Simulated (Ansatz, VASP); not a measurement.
# One calculation of PbO2, two programs

INCAR

```
AGGAC = 1.0
AGGAX = 1.0
ALDAC = 0.0
ALDAX = 1.0
ALGO = Normal
EDIFF = 1E-6
ENCUT = 520
GGA = B5
ISIF = 2
ISMEAR = -1
IVDW = 13
LASPH = T
LCHARG = F
LREAL = F
LWAVE = F
NBANDS = 20
NELM = 100
PREC = Accurate
SIGMA = 0.025
VDW_A1 = 0.44488865
VDW_A2 = 4.0933009
VDW_S6 = 1.0
VDW_S8 = 2.34076671
```

Contents of KPOINTS:

```
k-points
0
Gamma
  9 9 9
```

The input POSCAR:

```
PbO2
1.0
    0.0000000000      2.6468338291      2.6468338291
    2.6468338291      0.0000000000      2.6468338291
    2.6468338291      2.6468338291      0.0000000000
Pb O
1 2
Direct
    0.0000000000      0.0000000000      0.0000000000
    0.7500000000      0.7500000000      0.7500000000
    0.2500000000      0.2500000000      0.2500000000
```

input.yaml

```yaml
crystal:
  lattice:
    - [0.0, 2.6468338291, 2.6468338291]
    - [2.6468338291, 0.0, 2.6468338291]
    - [2.6468338291, 2.6468338291, 0.0]
  atoms:
    - { symbol: Pb, position: [0.0, 0.0, 0.0] }
    - { symbol: O, position: [0.75, 0.75, 0.75] }
    - { symbol: O, position: [0.25, 0.25, 0.25] }
hamiltonian:
  xc: blyp
  pseudopotentials: { kind: paw, xc_functional: lda, accuracy: standard }
  dispersion: d4
kpoints:
  mp_grid: { grid: [9, 9, 9] }
scf:
  occupations: { method: fermi_dirac, width: 0.025 }
output:
  forces: true
  stress: true
  eigenvalues: true
```

Alike in both runs: task single point; functional BLYP; dispersion D4; k mesh 9 × 9 × 9; occupations fermi-dirac, width 0.025 eV; no spin polarisation.

|  | VASP | Ansatz |
| --- | --- | --- |
| version | VASP 6.6.1 | Ansatz 0.2.0 |
| potentials or method | VASP PAW PBE potentials, release 64 (Pb_d, O) | JTH PAW LDA |
| plane-wave cutoff (eV) | 520 | 1800 |
| valence electrons in the cell | 26 | 26 |

|  | VASP | Ansatz | Ansatz less VASP |
| --- | --- | --- | --- |
| gap on the k mesh at the Fermi level (eV) | none | none | - |
| pressure (GPa) | 10.6 | 10.0 | -0.67 |

VASP's potentials were made for PBE, not for BLYP. A gap of «none» marks a metal or a gap that the smearing closes.

Spin-orbit coupling is off throughout.
